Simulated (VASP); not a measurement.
# Sn (C2/m) in VASP: single point with PBEsol

Aim: the single point of Sn with PBEsol.

Program: VASP 6.6.1. These are calculated values, not measurements. Logs are shortened: lines on timing, memory, paths and dates and some standing lists are left out, and cuts for length are marked.

**1. The cell of the first run**

The typed cell holds 1 atom: a = 3.490 Å, b = 3.496 Å, c = 3.496 Å, α = 120.38°, β = 119.77°, γ = 89.93°.

**2. Single point, PBEsol (strained)**

File INCAR:

```
PREC     = Accurate       # precision mode
ENCUT    = 520            # plane-wave cutoff, eV
EDIFF    = 1E-6           # SCF threshold, eV
ISMEAR   = 0              # smearing method
SIGMA    = 0.1            # smearing width, eV
LREAL    = False          # projectors in reciprocal space
LASPH    = True           # aspherical terms in the spheres
NELM     = 60             # most SCF steps
ALGO     = Fast           # electronic algorithm
ISIF     = 2              # what is computed and relaxed
LWAVE    = False          # write WAVECAR
LCHARG   = False          # write CHGCAR
GGA      = PS             # functional
NBANDS   = 13             # bands
```

File KPOINTS:

```
regular mesh
0
Gamma
  16 16 16
```

File POSCAR:

```
Sn
1.0
   -1.7382276690      1.7494155317      2.4690369386
    1.7382276690     -1.7558693557      2.4739374483
    1.7382276690      1.7558693557     -2.4739374483
Sn
1
Direct
    0.0000000000      0.0000000000      0.0000000000
```

Potentials or basis: VASP PAW PBE potentials, release 64 (Sn_d).

Run with:

```bash
$ cat potpaw_PBE.64/Sn_d/POTCAR > POTCAR
$ mpirun -np 1 vasp_std > vasp.out
```

OUTCAR:

```text
PREC = Accurate
   ENCUT = 520
   EDIFF = 1E-6
   ISMEAR = 0
   LREAL = False
   LASPH = True
   NELM = 60
   ISIF = 2
   GGA = PS

 ion  position               nearest neighbor table
   1  0.000  0.000  0.000-

  LATTYP: Found a base centered monoclinic cell.
 ALAT       =     6.0519742586
 B/A-ratio  =     0.5744332658
 C/A-ratio  =     0.5791974921
 COS(beta)  =    -0.5769892441

  Lattice vectors:

 A1 = (   1.7382276690,  -1.7494155317,  -2.4690369386)
 A2 = (  -1.7382276690,  -1.7494155317,  -2.4690369386)
 A3 = (   0.0000000000,   3.5052848874,  -0.0049005097)

Analysis of symmetry for initial positions (statically):
=====================================================================
 Subroutine PRICEL returns:
 Original cell was already a primitive cell.

 Routine SETGRP: Setting up the symmetry group for a
 base centered monoclinic supercell.

 Subroutine GETGRP returns: Found  4 space group operations
 (whereof  4 operations were pure point group operations)
 out of a pool of  4 trial point group operations.

The static configuration has the point symmetry C_2h.

Analysis of symmetry for dynamics (positions and initial velocities):
=====================================================================
 Subroutine PRICEL returns:
 Original cell was already a primitive cell.

 Routine SETGRP: Setting up the symmetry group for a
 base centered monoclinic supercell.

 Subroutine GETGRP returns: Found  4 space group operations
 (whereof  4 operations were pure point group operations)
 out of a pool of  4 trial point group operations.

The dynamic configuration has the point symmetry C_2h.

 Subroutine INISYM returns: Found  4 space group operations
 (whereof  4 operations are pure point group operations),
 and found     1 'primitive' translations

----------------------------------------------------------------------------------------

                                     Primitive cell

  volume of cell :      30.1174

  direct lattice vectors                    reciprocal lattice vectors
    -1.738227669  1.749415532  2.469036939     0.000000000  0.285566871  0.202680192
     1.738227669 -1.755869356  2.473937448     0.287649316  0.000282833  0.202307709
     1.738227669  1.755869356 -2.473937448     0.287649316  0.285284038  0.000372483

  length of vectors
     3.489703932  3.496409461  3.496409461     0.350182378  0.351668336  0.405128683

  position of ions in fractional coordinates (direct lattice)
     0.000000000  0.000000000  0.000000000

  ion indices of the primitive-cell ions
   primitive index   ion index
                 1           1

----------------------------------------------------------------------------------------

 KPOINTS: regular mesh

Automatic generation of k-mesh.
 Grid dimensions read from file:
 generate k-points for:   16   16   16

 Generating k-lattice:

  Cartesian coordinates                     Fractional coordinates (reciprocal lattice)
     0.000000000  0.017847929  0.012667512     0.062500000  0.000000000  0.000000000
     0.017978082  0.000017677  0.012644232     0.000000000  0.062500000  0.000000000
     0.017978082  0.017830252  0.000023280     0.000000000  0.000000000  0.062500000

  Length of vectors
     0.021886399  0.021979271  0.025320543

  Shift w.r.t. Gamma in fractional coordinates (k-lattice)
     0.000000000  0.000000000  0.000000000

 Subroutine IBZKPT returns following result:
 ===========================================

 Found   1098 irreducible k-points:

 Following reciprocal coordinates:
            Coordinates               Weight
  0.000000  0.000000  0.000000      1.000000
  0.062500  0.000000  0.000000      2.000000
  0.125000  0.000000  0.000000      2.000000
  0.187500  0.000000  0.000000      2.000000
  0.250000  0.000000  0.000000      2.000000
  0.312500 -0.000000  0.000000      2.000000
[... 16 lines left out ...]
 -0.187500  0.062500 -0.000000      4.000000
 -0.125000  0.062500 -0.000000      4.000000
 [... further k-points ...]
   k-points           NKPTS =   1098   k-points in BZ     NKDIM =   1098   number of bands    NBANDS=     13
   number of dos      NEDOS =    301   number of ions     NIONS =      1
   total plane-waves  NPLWV =  21952
   dimension x,y,z NGX =    28 NGY =   28 NGZ =   28
   dimension x,y,z NGXF=    56 NGYF=   56 NGZF=   56
   ions per type =               1
   NGX,Y,Z   is equivalent  to a cutoff of  13.34, 13.31, 13.31 a.u.
   NGXF,Y,Z  is equivalent  to a cutoff of  26.68, 26.63, 26.63 a.u.
 SYSTEM =  unknown system
   PREC   = accura    normal or accurate (medium, high low for compatibility)
   ISTART =      0    job   : 0-new  1-cont  2-samecut
   ICHARG =      2    charge: 1-file 2-atom 10-const
   ISPIN  =      1    spin polarized calculation?
   LNONCOLLINEAR =      F non collinear calculations
   LSORBIT =      F    spin-orbit coupling
   LASPH  =      T    aspherical Exc in radial PAW
   ENCUT  =  520.0 eV  38.22 Ry    6.18 a.u.   6.49  6.50  6.50*2*pi/ulx,y,z
   NELM   =     60;   NELMIN=  2; NELMDL= -5     # of ELM steps
   EDIFF  = 0.1E-05   stopping-criterion for ELM
   LREAL  =      F    real-space projection
   EDIFFG = 0.1E-04   stopping-criterion for IOM
   NSW    =      0    number of steps for IOM
   IBRION =     -1    ionic relax: 0-MD 1-quasi-New 2-CG
   NFREE  =      0    steps in history (QN), initial steepest desc. (CG)
   ISIF   =      2    stress and relaxation
   ISYM   =      2    0-nonsym 1-usesym 2-fastsym
   POTIM  = 0.5000    time-step for ionic-motion
   TEBEG  =    0.0;   TEEND  =   0.0 temperature during run
   PSTRESS=    0.0 pullay stress
   NELECT =      14.0000    total number of electrons
   NUPDOWN=      -1.0000    fix difference up-down
   EMIN   =  10.00;   EMAX   =-10.00  energy-range for DOS
   EFERMI =   0.00;   METHOD = LEGACY
   ISMEAR =     0;   SIGMA  =   0.10  broadening in eV -4-tet -1-fermi 0-gaus
   EFERMI_NEDOS =   21; number of points for ismear=-14 and -15
   IALGO  =     68    algorithm
   IMIX   =      4    mixing-type and parameters
     AMIX     =   0.40;   BMIX     =  1.00
     AMIX_MAG =   1.60;   BMIX_MAG =  1.00
  volume/ion in A,a.u.               =      30.12       203.24
  Fermi-wavevector in a.u.,A,eV,Ry     =   1.268172  2.396499 21.881726  1.608261
  Thomas-Fermi vector in A             =   2.401281
   LORBIT       =      0    0 simple, 1 ext, 2 COOP (PROOUT), +10 PAW based schemes
   GGA     = PS    functional components
   LHFCALC =     F    Hartree Fock is set to
   AEXX    =    0.0000 exact exchange contribution
   IVDW    =     0    specifies the selected vdW correction
   LEPSILON=     F    determine dielectric tensor
   LRPA    =     F    only Hartree local field effects (RPA)
 non-spin polarized calculation
 RMM-DIIS sequential band-by-band and
 Gauss-broadening in eV      SIGMA  =   0.10
  energy-cutoff  :      520.00
  volume of cell :       30.12
 maximum number of plane-waves:       857
 NGX is ok and might be reduce to    28
   NGX = 13   NGY = 13   NGZ = 13

 number of electron      14.0000001 magnetization

 Free energy of the ion-electron system (eV)
  ---------------------------------------------------
  ext. energy  EPLUGINS =         0.00000000
  ---------------------------------------------------
  free energy    TOTEN  =        -4.16838506 eV

  energy without entropy =       -4.16402560  energy(sigma->0) =       -4.16620533

 E-fermi :   6.8286     XC(G=0): -10.0299

 val. band max:        6.8280055716   @ k =   0.2500  -0.2500   0.1875
 cond. band min:       6.8298315358   @ k =  -0.4375   0.3125   0.3125
 fundamental gap:      0.0018259642
 Fermi energy:         6.8286174484

 k-point     1 :       0.0000    0.0000    0.0000
  band No.  band energies     occupation
      1     -14.6206      2.00000
      2     -14.6189      2.00000
      3     -14.6165      2.00000
      4     -14.5635      2.00000
      5     -14.5629      2.00000
      6      -3.6429      2.00000
      7      13.5711      0.00000
      8      13.6704      0.00000
      9      13.7465      0.00000
     10      17.2871      0.00000
     11      17.9245      0.00000
     12      18.0357      0.00000
     13      18.1355      0.00000

 k-point     2 :       0.0625    0.0000    0.0000
  band No.  band energies     occupation
      1     -14.6192      2.00000
      2     -14.6176      2.00000
      3     -14.6140      2.00000
      4     -14.5635      2.00000
      5     -14.5629      2.00000
      6      -3.5696      2.00000
      7      12.8440      0.00000
      8      13.5048      0.00000
      9      13.6380      0.00000
     10      16.7285      0.00000
     11      18.1440      0.00000
     12      18.3254      0.00000
     13      19.0823      0.00000

 k-point     3 :       0.1250    0.0000    0.0000
  band No.  band energies     occupation
      1     -14.6181      2.00000
      2     -14.6124      2.00000
      3     -14.6080      2.00000
      4     -14.5625      2.00000
      5     -14.5621      2.00000
      6      -3.3498      2.00000
      7      11.1998      0.00000
      8      13.2421      0.00000
      9      13.3672      0.00000
     10      16.3363      0.00000
     11      18.5996      0.00000
     12      18.7793      0.00000
     13      19.8245      0.00000

 k-point     4 :       0.1875    0.0000    0.0000
  band No.  band energies     occupation
      1     -14.6170      2.00000
      2     -14.6074      2.00000
      3     -14.6027      2.00000
      4     -14.5578      2.00000
      5     -14.5572      2.00000
      6      -2.9844      2.00000
      7       9.3836      0.00000
      8      12.9207      0.00000
      9      13.0331      0.00000
     10      16.0841      0.00000
     11      18.7857      0.00000
     12      18.9238      0.00000
     13      19.5111      0.00000

 k-point     5 :       0.2500    0.0000    0.0000
  band No.  band energies     occupation
      1     -14.6159      2.00000
      2     -14.6063      2.00000
      3     -14.6016      2.00000
      4     -14.5474      2.00000
      5     -14.5462      2.00000
      6      -2.4760      2.00000
      7       7.6091      0.00000
      8      12.6088      0.00000
      9      12.7078      0.00000
     10      15.9315      0.00000
     11      18.2806      0.00000
     12      18.4003      0.00000
     13      18.7214      0.00000
[... 257 lines left out ...]
 k-point    22 :      -0.2500    0.0625    0.0000
  band No.  band energies     occupation
      1     -14.6193      2.00000
      2     -14.6023      2.00000
      3     -14.5983      2.00000
      4     -14.5590      2.00000
      5     -14.5437      2.00000
      6      -2.5967      2.00000
      7       8.2393      0.00000
      8      12.0535      0.00000
      9      12.7096      0.00000
     10      16.1000      0.00000
     11      17.6477      0.00000
     12      19.2472      0.00000
     13      19.3312      0.00000

 k-point    23 :      -0.1875    0.0625   -0.0000
  band No.  band energies     occupation
      1     -14.6212      2.00000
      2     -14.6040      2.00000
      3     -14.6005      2.00000
      4     -14.5664      2.00000
      5     -14.5537      2.00000
      6      -3.0574      2.00000
      7      10.0239      0.00000
      8      12.3820      0.00000
      9      13.0605      0.00000
     10      16.1674      0.00000
     11      18.2180      0.00000
     12      18.8073      0.00000
     13      19.6826      0.00000

 k-point    24 :      -0.1250    0.0625   -0.0000
  band No.  band energies     occupation
      1     -14.6222      2.00000
      2     -14.6093      2.00000
      3     -14.6068      2.00000
      4     -14.5673      2.00000
      5     -14.5589      2.00000
      6      -3.3741      2.00000
      7      11.7871      0.00000
      8      12.7762      0.00000
      9      13.3025      0.00000
     10      16.1129      0.00000
     11      18.7160      0.00000
     12      18.9653      0.00000
     13      19.2146      0.00000

 [... further k-points ...]

------------------------ aborting loop because EDIFF is reached ----------------------------------------

  FORCE on cell =-STRESS in cart. coord.  units (eV):
  Direction    XX          YY          ZZ          XY          YZ          ZX
  --------------------------------------------------------------------------------------
  -------------------------------------------------------------------------------------
  Total       -0.9769734     -0.9811789     -0.9684738      0.0000000      0.0014583      0.0000000
  in kB      -51.9727581    -52.1964819    -51.5206009      0.0000000      0.0775807      0.0000000
  external PRESSURE =     -51.8966136 kB  Pullay stress =       0.0000000 kB

 VOLUME and BASIS-vectors are now :
 -----------------------------------------------------------------------------
  energy-cutoff  :      520.00
  volume of cell :       30.12
      direct lattice vectors                 reciprocal lattice vectors
    -1.738227669  1.749415532  2.469036939     0.000000000  0.285566871  0.202680192
     1.738227669 -1.755869356  2.473937448     0.287649316  0.000282833  0.202307709
     1.738227669  1.755869356 -2.473937448     0.287649316  0.285284038  0.000372483

 POSITION                                       TOTAL-FORCE (eV/Angst)
 -----------------------------------------------------------------------------------
      0.00000      0.00000      0.00000        -0.000000      0.000000      0.000000
 -----------------------------------------------------------------------------------
    total drift:                                0.000000     -0.000000     -0.000000

  FREE ENERGIE OF THE ION-ELECTRON SYSTEM (eV)
  ---------------------------------------------------
  free  energy   TOTEN  =        -4.1683850584 eV

  energy  without entropy=       -4.1640256046  energy(sigma->0) =       -4.16620533
```

Wall time 3.5 min (1 thread of Intel Xeon 6975P-C (Granite Rapids), shared host); peak memory 0.49 GiB.

What came out:

- Free energy: -4.1684 eV
- Pressure: -5.2 GPa
- Band gap on the k mesh: zero (band 7 reaches 13.57 eV, above the bottom of band 8 at 5.02 eV)

Levels at points of the mesh, in eV from the Fermi level:
```tsv
k point	band 5	band 6	band 7	band 8	band 9	band 10
(0.00, 0.00, 0.00)	-21.39	-10.47	6.74	6.84	6.92	10.46
(0.50, 0.00, 0.00)	-21.33	-6.71	-4.16	5.16	5.22	9.33
(0.00, 0.50, 0.00)	-21.33	-6.66	-4.15	5.11	5.13	9.25
(0.50, 0.50, 0.00)	-21.32	-5.06	-3.25	1.87	1.92	5.06
(0.00, 0.50, 0.50)	-21.33	-6.75	-4.17	5.21	5.25	9.38
(0.50, 0.50, 0.50)	-21.32	-5.08	-3.26	1.82	2.00	5.06
```

Caveat: the cell differs from its parent crystal (strained); the PAW data sets were made with another functional, which shifts forces and pressure a little; spin-orbit coupling is left out, which moves the levels of the heavy elements.
